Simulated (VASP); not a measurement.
Set up this calculation in VASP 6.6.1, as the native input.

* Task: single point
* Functional: PBE
* Potentials or basis: VASP PAW PBE potentials, release 64 (In_d, Se)
* Cutoff: 520 eV
* k mesh: 10 × 10 × 10
* Occupations: gaussian, width 0.15 eV
* Spin: no spin polarisation
* Dipole correction: no
* Further INCAR settings: ALGO = Normal; EDIFF = 1e-07; NBANDS = 30

The structure of In3Se lies in POSCAR:

```
In3Se
1.0
    4.6467292756      0.0000000000      0.0000000000
    0.0000000000      4.6467292756      0.0000000000
    0.0000000000      0.0000000000      4.7185859139
In Se
3 1
Direct
    0.0000000000      0.5000000000      0.5000000000
    0.5000000000      0.0000000000      0.5000000000
    0.5000000000      0.5000000000      0.0000000000
    0.0000000000      0.0000000000      0.0000000000
```

This cell differs from its parent crystal: strain -0.030 along x and y, -0.015 along z.

These files were run (other wordings do the same):

INCAR

```
PREC = Accurate ; ENCUT = 520
EDIFF = 1E-7 ; ISMEAR = 0
SIGMA = 0.15 ; LREAL = False
LASPH = True ; NELM = 80
ALGO = Normal ; ISIF = 2
LWAVE = False ; LCHARG = True
GGA = PE ; LELF = True
LVHAR = True ; NBANDS = 30
```

KPOINTS

```
Automatic mesh
0
Gamma
  10 10 10
```

Potentials or basis: VASP PAW PBE potentials, release 64 (In_d, Se).

Command:

```bash
$ cat potpaw_PBE.64/In_d/POTCAR potpaw_PBE.64/Se/POTCAR > POTCAR
$ mpirun -np 1 vasp_std > vasp.out
```

It gave:

```json
{"Pressure": "3.0 GPa"}
```

Caveat: the cell differs from its parent crystal (strain -0.030 along x and y, -0.015 along z).

Run time: 2.4 min on 1 thread of Intel(R) Xeon(R) 6975P-C (Granite Rapids), with other jobs on the host, peak memory 0.43 GiB.
